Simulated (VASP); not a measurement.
# Mo in VASP: notebook

The runs below take Mo through single point, with PBE.

Program: VASP 6.6.1. These are calculated values, not measurements. Logs are shortened: lines on timing, memory, paths and dates and some standing lists are left out, and cuts for length are marked.

### 1 The cell of the first run

The cell holds a slab with vacuum, 4 atoms: a = 2.737 Å, b = 2.737 Å, c = 22.705 Å, α = 90.00°, β = 90.00°, γ = 109.47°.

### 2 Single point, PBE

INCAR reads:

```
SYSTEM = Mo
PREC = Accurate ; ENCUT = 520
EDIFF = 1E-6 ; ISMEAR = -1
SIGMA = 0.1 ; LREAL = .FALSE.
LASPH = .TRUE. ; NELM = 100
ALGO = Normal ; ISIF = 2
LWAVE = .FALSE. ; LCHARG = .TRUE.
LDIPOL = .TRUE. ; IDIPOL = 3
DIPOL = 0.5 0.5 0.500 ; GGA = PE
LELF = .TRUE. ; LVHAR = .TRUE.
LVACPOTAV = .TRUE. ; NBANDS = 36
```

KPOINTS reads:

```
regular mesh
0
G
  13 13 1
  0 0 0
```

POSCAR reads:

```
Mo
1.0
    2.7373676609      0.0000000000      0.0000000000
   -0.9124558870      2.5808149808      0.0000000000
    0.0000000000      0.0000000000     22.7052000000
Mo
4
Direct
    0.2500000000      0.2500000000      0.3523432076
    0.7500000000      0.7500000000      0.4507810688
    0.2500000000      0.2500000000      0.5492189306
    0.7500000000      0.7500000000      0.6476567924
```

Potentials or basis: VASP PAW PBE potentials, release 64 (Mo_sv).

Started as:

```bash
> cat potpaw_PBE.64/Mo_sv/POTCAR > POTCAR
> mpirun -np 1 vasp_std > vasp.out
```

OUTCAR:

```text
SYSTEM = Mo
   PREC = Accurate
   ENCUT = 520
   EDIFF = 1E-6
   ISMEAR = -1
   LREAL = .FALSE.
   LASPH = .TRUE.
   NELM = 100
   ISIF = 2
   GGA = PE

 ion  position               nearest neighbor table
   1  0.250  0.250  0.352-   2 2.74   2 2.74   2 3.16   2 3.16
   2  0.750  0.750  0.451-   1 2.74   1 2.74   3 2.74   3 2.74   1 3.16   1 3.16   3 3.16   3 3.16

   3  0.250  0.250  0.549-   2 2.74   4 2.74   2 2.74   4 2.74   2 3.16   4 3.16   2 3.16   4 3.16

   4  0.750  0.750  0.648-   3 2.74   3 2.74   3 3.16   3 3.16

  LATTYP: Found a base centered orthorhombic cell.
 ALAT       =     3.1608399117
 B/A-ratio  =     1.4142135624
 C/A-ratio  =     7.1832805944

  Lattice vectors:

 A1 = (   2.7373676609,   0.0000000000,   0.0000000000)
 A2 = (  -0.9124558870,   2.5808149808,   0.0000000000)
 A3 = (   0.0000000000,   0.0000000000,  22.7052000000)

Analysis of symmetry for initial positions (statically):
=====================================================================
 Subroutine PRICEL returns:
 Original cell was already a primitive cell.

 Routine SETGRP: Setting up the symmetry group for a
 base centered orthorhombic supercell.

 Subroutine GETGRP returns: Found  8 space group operations
 (whereof  4 operations were pure point group operations)
 out of a pool of  8 trial point group operations.

The static configuration has the point symmetry C_2h.
 The point group associated with its full space group is D_2h.

Analysis of symmetry for dynamics (positions and initial velocities):
=====================================================================
 Subroutine PRICEL returns:
 Original cell was already a primitive cell.

 Routine SETGRP: Setting up the symmetry group for a
 base centered orthorhombic supercell.

 Subroutine GETGRP returns: Found  8 space group operations
 (whereof  4 operations were pure point group operations)
 out of a pool of  8 trial point group operations.

The dynamic configuration has the point symmetry C_2h.
 The point group associated with its full space group is D_2h.

 Subroutine INISYM returns: Found  8 space group operations
 (whereof  4 operations are pure point group operations),
 and found     1 'primitive' translations

----------------------------------------------------------------------------------------

                                     Primitive cell

  volume of cell :     160.4041

  direct lattice vectors                    reciprocal lattice vectors
     2.737367661  0.000000000  0.000000000     0.365314464  0.129158167  0.000000000
    -0.912455887  2.580814981  0.000000000     0.000000000  0.387474502  0.000000000
     0.000000000  0.000000000 22.705200000     0.000000000  0.000000000  0.044042774

  length of vectors
     2.737367661  2.737367661 22.705200000     0.387474502  0.387474502  0.044042774

  position of ions in fractional coordinates (direct lattice)
     0.250000000  0.250000000  0.352343208
     0.750000000  0.750000000  0.450781069
     0.250000000  0.250000000  0.549218931
     0.750000000  0.750000000  0.647656792

  ion indices of the primitive-cell ions
   primitive index   ion index
                 1           1
                 2           2
                 3           3
                 4           4

----------------------------------------------------------------------------------------

 KPOINTS: regular mesh

Automatic generation of k-mesh.
 Grid dimensions read from file:
 generate k-points for:   13   13    1

 Generating k-lattice:

  Cartesian coordinates                     Fractional coordinates (reciprocal lattice)
     0.028101113  0.009935244  0.000000000     0.076923077  0.000000000  0.000000000
     0.000000000  0.029805731  0.000000000     0.000000000  0.076923077  0.000000000
     0.000000000  0.000000000  0.044042774     0.000000000  0.000000000  1.000000000

  Length of vectors
     0.029805731  0.029805731  0.044042774

  Shift w.r.t. Gamma in fractional coordinates (k-lattice)
     0.000000000  0.000000000  0.000000000

 Subroutine IBZKPT returns following result:
 ===========================================

 Found     49 irreducible k-points:

 Following reciprocal coordinates:
            Coordinates               Weight
  0.000000  0.000000  0.000000      1.000000
  0.076923  0.000000  0.000000      4.000000
  0.153846  0.000000  0.000000      4.000000
  0.230769  0.000000  0.000000      4.000000
  0.307692  0.000000  0.000000      4.000000
  0.384615  0.000000  0.000000      4.000000
[... 16 lines left out ...]
  0.384615  0.153846  0.000000      4.000000
  0.461538  0.153846  0.000000      4.000000
 [... further k-points ...]
   k-points           NKPTS =     49   k-points in BZ     NKDIM =     49   number of bands    NBANDS=     36
   number of dos      NEDOS =    301   number of ions     NIONS =      4
   total plane-waves  NPLWV =  72000
   dimension x,y,z NGX =    20 NGY =   20 NGZ =  180
   dimension x,y,z NGXF=    40 NGYF=   40 NGZF=  360
   ions per type =               4
   NGX,Y,Z   is equivalent  to a cutoff of  12.15, 12.15, 13.18 a.u.
   NGXF,Y,Z  is equivalent  to a cutoff of  24.29, 24.29, 26.36 a.u.
 SYSTEM =  Mo
   PREC   = accura    normal or accurate (medium, high low for compatibility)
   ISTART =      0    job   : 0-new  1-cont  2-samecut
   ICHARG =      2    charge: 1-file 2-atom 10-const
   ISPIN  =      1    spin polarized calculation?
   LNONCOLLINEAR =      F non collinear calculations
   LSORBIT =      F    spin-orbit coupling
   LASPH  =      T    aspherical Exc in radial PAW
   ENCUT  =  520.0 eV  38.22 Ry    6.18 a.u.   5.09  5.09 42.22*2*pi/ulx,y,z
   NELM   =    100;   NELMIN=  2; NELMDL= -5     # of ELM steps
   EDIFF  = 0.1E-05   stopping-criterion for ELM
   LREAL  =      F    real-space projection
   EDIFFG = 0.1E-04   stopping-criterion for IOM
   NSW    =      0    number of steps for IOM
   IBRION =     -1    ionic relax: 0-MD 1-quasi-New 2-CG
   NFREE  =      0    steps in history (QN), initial steepest desc. (CG)
   ISIF   =      2    stress and relaxation
   ISYM   =      2    0-nonsym 1-usesym 2-fastsym
   POTIM  = 0.5000    time-step for ionic-motion
   TEBEG  =    0.0;   TEEND  =   0.0 temperature during run
   PSTRESS=    0.0 pullay stress
   NELECT =      56.0000    total number of electrons
   NUPDOWN=      -1.0000    fix difference up-down
   EMIN   =  10.00;   EMAX   =-10.00  energy-range for DOS
   EFERMI =   0.00;   METHOD = LEGACY
   ISMEAR =    -1;   SIGMA  =   0.10  broadening in eV -4-tet -1-fermi 0-gaus
   EFERMI_NEDOS =   21; number of points for ismear=-14 and -15
   IALGO  =     38    algorithm
   IMIX   =      4    mixing-type and parameters
     AMIX     =   0.40;   BMIX     =  1.00
     AMIX_MAG =   1.60;   BMIX_MAG =  1.00
  volume/ion in A,a.u.               =      40.10       270.61
  Fermi-wavevector in a.u.,A,eV,Ry     =   1.152743  2.178368 18.079637  1.328816
  Thomas-Fermi vector in A             =   2.289392
   LORBIT       =      0    0 simple, 1 ext, 2 COOP (PROOUT), +10 PAW based schemes
   GGA     = PE    functional components
   LHFCALC =     F    Hartree Fock is set to
   AEXX    =    0.0000 exact exchange contribution
   IVDW    =     0    specifies the selected vdW correction
   LEPSILON=     F    determine dielectric tensor
   LRPA    =     F    only Hartree local field effects (RPA)
 non-spin polarized calculation
  energy-cutoff  :      520.00
  volume of cell :      160.40
 maximum number of plane-waves:      4364
   NGX = 11   NGY = 11   NGZ = 85

 number of electron      55.9999991 magnetization

 dipolmoment           0.000000      0.000000      0.000000 electrons x Angstroem

 Free energy of the ion-electron system (eV)
  ---------------------------------------------------
  ext. energy  EPLUGINS =         0.00000000
  ---------------------------------------------------
  free energy    TOTEN  =       -41.27730616 eV

  energy without entropy =      -41.14683937  energy(sigma->0) =      -41.21207276

 E-fermi :   2.1695     XC(G=0):  -6.2007

 val. band max:        2.1496051325   @ k =  -0.2308   0.0769   0.0000
 cond. band min:       2.1747726065   @ k =  -0.4615   0.0769   0.0000
 fundamental gap:      0.0251674740
 Fermi energy:         2.1694762259

 k-point     1 :       0.0000    0.0000    0.0000
  band No.  band energies     occupation
      1     -59.1831      2.00000
      2     -59.0652      2.00000
      3     -58.8743      2.00000
      4     -58.8649      2.00000
      5     -33.6901      2.00000
      6     -33.3056      2.00000
[... 28 lines left out ...]
     35       3.7709      0.00000
     36       3.8361      0.00000

 k-point     2 :       0.0769    0.0000    0.0000
  band No.  band energies     occupation
      1     -59.1735      2.00000
      2     -59.0584      2.00000
      3     -58.8678      2.00000
      4     -58.8591      2.00000
      5     -33.6714      2.00000
      6     -33.3088      2.00000
[... 28 lines left out ...]
     35       3.7470      0.00000
     36       3.8252      0.00000

 k-point     3 :       0.1538    0.0000    0.0000
  band No.  band energies     occupation
      1     -59.1463      2.00000
      2     -59.0400      2.00000
      3     -58.8499      2.00000
      4     -58.8430      2.00000
      5     -33.6195      2.00000
      6     -33.3313      2.00000
[... 28 lines left out ...]
     35       3.7680      0.00000
     36       3.8385      0.00000

 k-point     4 :       0.2308    0.0000    0.0000
  band No.  band energies     occupation
      1     -59.1066      2.00000
      2     -59.0149      2.00000
      3     -58.8246      2.00000
      4     -58.8203      2.00000
      5     -33.5515      2.00000
      6     -33.4097      2.00000
[... 28 lines left out ...]
     35       3.8763      0.00000
     36       4.0958      0.00000

 k-point     5 :       0.3077    0.0000    0.0000
  band No.  band energies     occupation
      1     -59.0616      2.00000
      2     -58.9904      2.00000
      3     -58.7979      2.00000
      4     -58.7959      2.00000
      5     -33.5511      2.00000
      6     -33.5401      2.00000
[... 655 lines left out ...]
 k-point    22 :       0.3077    0.1538    0.0000
  band No.  band energies     occupation
      1     -59.0071      2.00000
      2     -58.9761      2.00000
      3     -58.7730      2.00000
      4     -58.7729      2.00000
      5     -33.5689      2.00000
      6     -33.5518      2.00000
[... 28 lines left out ...]
     35       4.4379      0.00000
     36       4.5119      0.00000

 k-point    23 :       0.3846    0.1538    0.0000
  band No.  band energies     occupation
      1     -58.9700      2.00000
      2     -58.9679      2.00000
      3     -58.7528      2.00000
      4     -58.7528      2.00000
      5     -33.6672      2.00000
      6     -33.6626      2.00000
[... 28 lines left out ...]
     35       4.8605      0.00000
     36       4.9978      0.00000

 k-point    24 :       0.4615    0.1538    0.0000
  band No.  band energies     occupation
      1     -58.9734      2.00000
      2     -58.9462      2.00000
      3     -58.7421      2.00000
      4     -58.7420      2.00000
      5     -33.7231      2.00000
      6     -33.7128      2.00000
[... 28 lines left out ...]
     35       5.4214      0.00000
     36       5.5206      0.00000

 [... further k-points ...]

------------------------ aborting loop because EDIFF is reached ----------------------------------------

  FORCE on cell =-STRESS in cart. coord.  units (eV):
  Direction    XX          YY          ZZ          XY          YZ          ZX
  --------------------------------------------------------------------------------------
  -------------------------------------------------------------------------------------
  Total       -4.2930767     -4.3793434     -2.6187458     -0.1219995      0.0000000      0.0000000
  in kB      -42.8809000    -43.7425648    -26.1570393     -1.2185781      0.0000000      0.0000000
  external PRESSURE =     -37.5935014 kB  Pullay stress =       0.0000000 kB

 VOLUME and BASIS-vectors are now :
 -----------------------------------------------------------------------------
  energy-cutoff  :      520.00
  volume of cell :      160.40
      direct lattice vectors                 reciprocal lattice vectors
     2.737367661  0.000000000  0.000000000     0.365314464  0.129158167  0.000000000
    -0.912455887  2.580814981  0.000000000     0.000000000  0.387474502  0.000000000
     0.000000000  0.000000000 22.705200000     0.000000000  0.000000000  0.044042774

 POSITION                                       TOTAL-FORCE (eV/Angst)
 -----------------------------------------------------------------------------------
      0.45623      0.64520      8.00002         0.000000      0.000000      0.580201
      1.36868      1.93561     10.23507         0.000000     -0.000000     -0.577762
      0.45623      0.64520     12.47013        -0.000000      0.000000      0.577762
      1.36868      1.93561     14.70518         0.000000     -0.000000     -0.580201
 -----------------------------------------------------------------------------------
    total drift:                               -0.000000      0.000000      0.000048

  FREE ENERGIE OF THE ION-ELECTRON SYSTEM (eV)
  ---------------------------------------------------
  free  energy   TOTEN  =       -41.2773061623 eV

  energy  without entropy=      -41.1468393654  energy(sigma->0) =      -41.21207276

 vacuum level on the upper side and lower side of the slab         6.856         6.856
```

Run time: 5 min. Hardware: 1 thread of Intel Xeon Platinum 8559C (Emerald Rapids), shared host; peak memory 0.38 GiB.

Results:

```
Free energy            : -41.2773 eV
Largest force          : 0.580 eV/Å
Band gap on the k mesh : zero (band 28 reaches 3.20 eV, above the bottom of band 29 at 1.34 eV)
```

Forces on the atoms (eV/Å):
```
Mo   0.000  0.000  0.580
Mo   0.000  0.000 -0.578
Mo   0.000  0.000  0.578
Mo   0.000  0.000 -0.580
```

Levels at points of the mesh, in eV from the Fermi level:
```
           k point  band 25  band 26  band 27  band 28  band 29  band 30  band 31  band 32
(0.00, 0.00, 0.00)    -1.50    -1.42    -1.20    -0.92     0.06     0.46     1.05     1.16
```

### 3 Single point, PBE

INCAR reads:

```
ALGO = Normal ; DIPOL = 0.5 0.5 0.500
EDIFF = 1E-7 ; ENCUT = 520
GGA = PE ; IDIPOL = 3
ISIF = 2 ; ISMEAR = -1
LASPH = T ; LCHARG = F
LDIPOL = T ; LREAL = F
LWAVE = F ; NBANDS = 36
NELM = 60 ; PREC = Accurate
SIGMA = 0.1
```

KPOINTS reads:

```
k-points
0
Gamma
  13 13 1
```

POSCAR reads:

```
Mo
1.0
    2.7373676609      0.0000000000      0.0000000000
   -0.9124558870      2.5808149808      0.0000000000
    0.0000000000      0.0000000000     22.7052000000
Mo
4
Direct
    0.2500000000      0.2500000000      0.3560123116
    0.7500000000      0.7500000000      0.4503581334
    0.2500000000      0.2500000000      0.5496418663
    0.7500000000      0.7500000000      0.6439876881
```

Potentials or basis: VASP PAW PBE potentials, release 64 (Mo_sv).

Started as:

```bash
> cat potpaw_PBE.64/Mo_sv/POTCAR > POTCAR
> mpirun -np 1 vasp_std > vasp.out
```

Run time: 5 min. Hardware: 1 thread of Intel Xeon Platinum 8559C (Emerald Rapids), shared host; peak memory 0.37 GiB.

The run converged. Its results:

```yaml
Free_energy: -41.3305 eV
Largest_force: 0.028 eV/Å
Band_gap_on_the_k_mesh: zero (band 28 reaches 3.33 eV, above the bottom of band 29 at 1.40 eV)
```

Forces in eV/Å, atoms in the order of the input:
```
Mo   0.000  0.000 -0.028
Mo   0.000  0.000  0.007
Mo   0.000  0.000 -0.007
Mo   0.000  0.000  0.028
```

Levels at points of the mesh, in eV from the Fermi level:
```tsv
k point	band 26	band 27	band 28	band 29	band 30	band 31
(0.00, 0.00, 0.00)	-1.33	-1.22	-1.11	0.17	0.19	1.11
```

### 4 Single point, PBE

INCAR reads:

```
SYSTEM = Mo
ALGO = Normal
DIPOL = 0.5 0.5 0.500
EDIFF = 1E-6
ENCUT = 520
GGA = PE
IDIPOL = 3
ISIF = 2
ISMEAR = -1
LASPH = .True.
LCHARG = .False.
LDIPOL = .True.
LREAL = .False.
LWAVE = .False.
NBANDS = 36
NELM = 60
PREC = Accurate
SIGMA = 0.1
```

KPOINTS reads:

```
k-points
0
Gamma
  13 13 1
  0 0 0
```

POSCAR is that of step 3.

Started as:

```bash
> cat potpaw_PBE.64/Mo_sv/POTCAR > POTCAR
> mpirun -np 1 vasp_std > vasp.out
```

Wall time 5.6 min (1 thread of Intel Xeon Platinum 8559C (Emerald Rapids), shared host); peak memory 0.38 GiB.

The run converged. Its results:

* Free energy: -41.3305 eV
* Largest force: 0.028 eV/Å
* Band gap on the k mesh: zero (band 28 reaches 3.33 eV, above the bottom of band 29 at 1.40 eV)

Forces on the atoms (eV/Å):
```
Mo   0.000  0.000 -0.028
Mo   0.000  0.000  0.007
Mo   0.000  0.000 -0.007
Mo   0.000  0.000  0.028
```

Levels at points of the mesh, in eV from the Fermi level:
```csv
k point,band 25,band 26,band 27,band 28,band 29,band 30,band 31,band 32
"(0.00, 0.00, 0.00)",-1.45,-1.33,-1.22,-1.11,0.17,0.19,1.11,1.11
```

### 5 Single point, PBE

This run uses another cell than the first one, of 30.98 Å³/atom, 0.772 times its volume.

INCAR reads:

```
SYSTEM = Mo
PREC     = Accurate       ! precision mode
ENCUT    = 520            ! plane-wave cutoff, eV
EDIFF    = 1E-6           ! SCF threshold, eV
ISMEAR   = -1             ! smearing method
SIGMA    = 0.1            ! smearing width, eV
LREAL    = .False.        ! projectors in reciprocal space
LASPH    = .True.         ! aspherical terms in the spheres
NELM     = 60             ! most SCF steps
ALGO     = Normal         ! electronic algorithm
ISIF     = 2              ! what is computed and relaxed
LWAVE    = .False.        ! write WAVECAR
LCHARG   = .True.         ! write CHGCAR
LDIPOL   = .True.       
IDIPOL   = 3            
DIPOL    = 0.5 0.5 0.500
GGA      = PE             ! functional
LELF     = .True.         ! ELF
LVHAR    = .True.       
LVACPOTAV= .True.       
NBANDS   = 36             ! bands
```

KPOINTS reads:

```
regular mesh
0
Gamma
  13 13 1
  0 0 0
```

POSCAR reads:

```
Mo
1.0
    2.7373676609      0.0000000000      0.0000000000
   -0.9124558870      2.5808149808      0.0000000000
    0.0000000000      0.0000000000     17.5385000000
Mo
4
Direct
    0.2500000000      0.2500000000      0.3135947054
    0.7500000000      0.7500000000      0.4357340419
    0.2500000000      0.2500000000      0.5642659581
    0.7500000000      0.7500000000      0.6864052946
```

Started as:

```bash
> cat potpaw_PBE.64/Mo_sv/POTCAR > POTCAR
> mpirun -np 1 vasp_std > vasp.out
```

Wall time 5.1 min (1 thread of AMD EPYC 7R43 (Zen 3), shared host); peak memory 0.27 GiB.

It converged, with:

```yaml
Free_energy: -41.3283 eV
Largest_force: 0.027 eV/Å
Band_gap_on_the_k_mesh: zero (band 28 reaches 5.34 eV, above the bottom of band 29 at 3.40 eV)
```

Forces in eV/Å, atoms in the order of the input:
```
Mo   0.000  0.000 -0.027
Mo   0.000  0.000  0.008
Mo   0.000  0.000 -0.008
Mo   0.000  0.000  0.027
```

Levels at points of the mesh, in eV from the Fermi level:
| k point | band 25 | band 26 | band 27 | band 28 | band 29 | band 30 | band 31 | band 32 |
| --- | --- | --- | --- | --- | --- | --- | --- | --- |
| (0.00, 0.00, 0.00) | -1.45 | -1.33 | -1.22 | -1.11 | 0.17 | 0.19 | 1.11 | 1.11 |

### 6 Single point, PBE

This run uses another cell than the first one, of 30.98 Å³/atom, 0.772 times its volume.

INCAR reads:

```
PREC = Accurate
ENCUT = 520
EDIFF = 1E-6
ISMEAR = -1
SIGMA = 0.1
LREAL = False
LASPH = True
NELM = 100
ALGO = Normal
ISIF = 2
LWAVE = False
LCHARG = True
LDIPOL = True
IDIPOL = 3
DIPOL = 0.5 0.5 0.500
GGA = PE
LELF = True
LVHAR = True
LVACPOTAV = True
NBANDS = 36
```

KPOINTS reads:

```
Automatic mesh
0
Gamma
  13 13 1
```

POSCAR is that of step 5.

Potentials or basis: VASP PAW PBE potentials, release 64 (Mo_sv).

Started as:

```bash
> cat potpaw_PBE.64/Mo_sv/POTCAR > POTCAR
> mpirun -np 1 vasp_std > vasp.out
```

Wall time 4.4 min (1 thread of AMD EPYC 7R43 (Zen 3), shared host); peak memory 0.28 GiB.

Results (log left out):

| Quantity | Value |
| --- | --- |
| Free energy | -41.3283 eV |
| Largest force | 0.027 eV/Å |
| Band gap on the k mesh | zero (band 28 reaches 5.34 eV, above the bottom of band 29 at 3.40 eV) |

Forces in eV/Å, atoms in the order of the input:
```
Mo   0.000  0.000 -0.027
Mo   0.000  0.000  0.008
Mo   0.000  0.000 -0.008
Mo   0.000  0.000  0.027
```

Levels at points of the mesh, in eV from the Fermi level:
| k point | band 25 | band 26 | band 27 | band 28 | band 29 | band 30 | band 31 | band 32 |
| --- | --- | --- | --- | --- | --- | --- | --- | --- |
| (0.00, 0.00, 0.00) | -1.45 | -1.33 | -1.22 | -1.11 | 0.17 | 0.19 | 1.11 | 1.11 |
